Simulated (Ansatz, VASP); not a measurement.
## One calculation of SiC, two programs

Contents of INCAR:

```
SYSTEM = SiC
ALGO = Normal
EDIFF = 1E-6
EDIFFG = -0.01
ENCUT = 520
GGA = PE
IBRION = 2
ISIF = 2
ISMEAR = 0
LASPH = .TRUE.
LCHARG = .FALSE.
LREAL = .FALSE.
LWAVE = .FALSE.
NELM = 80
NSW = 50
PREC = Accurate
SIGMA = 0.05
```

Contents of KPOINTS:

```
k-points
0
G
  12 12 6
  0 0 0
```

The input POSCAR:

```
SiC
1.0
    2.9279457180      0.0000000000      0.0000000000
   -1.4639728590      2.5356753727      0.0000000000
    0.0000000000      0.0000000000      5.2055946920
Si C
2 2
Direct
    0.3333333333      0.6666666667      0.0045639005
    0.6666666667      0.3333333333      0.5045639005
    0.3333333333      0.6666666667      0.3804360995
    0.6666666667      0.3333333333      0.8804360995
```

Input for Ansatz:

```yaml
crystal:
  lattice:
    - [2.927945718, 0.0, 0.0]
    - [-1.463972859, 2.5356753727, 0.0]
    - [0.0, 0.0, 5.205594692]
  atoms:
    - { symbol: Si, position: [0.3333333333, 0.6666666667, 0.0045639005] }
    - { symbol: Si, position: [0.6666666667, 0.3333333333, 0.5045639005] }
    - { symbol: C, position: [0.3333333333, 0.6666666667, 0.3804360995] }
    - { symbol: C, position: [0.6666666667, 0.3333333333, 0.8804360995] }
basis:
  ecutwfc: 520.0
kpoints:
  mp_grid: { grid: [12, 12, 6] }
hamiltonian:
  xc: pbe
  pseudopotentials: { kind: paw, azcp: { folder: soft_1 } }
scf:
  occupations: { method: gaussian, width: 0.05 }
output:
  forces: true
  stress: true
  eigenvalues: true
relax:
  adjacent_minimum: "off"
  f_tol: 0.01
  max_steps: 30
```

Alike in both runs: task relaxation of the atoms; functional PBE; k mesh 12 × 12 × 6; occupations gaussian, width 0.05 eV; no spin polarisation.

```csv
,VASP,Ansatz
version,VASP 6.6.1,Ansatz 0.2.0
potentials or method,"VASP PAW PBE potentials, release 64 (Si, C), cutoff 520 eV","scalar-relativistic, plane waves, PAW"
valence electrons in the cell,16,16
```

```tsv
	VASP	Ansatz	Ansatz less VASP
gap on the k mesh at the Fermi level, each at its own relaxed structure (eV)	1.40	1.41	+0.006
```

Ansatz's warnings: stress scf threshold loose.
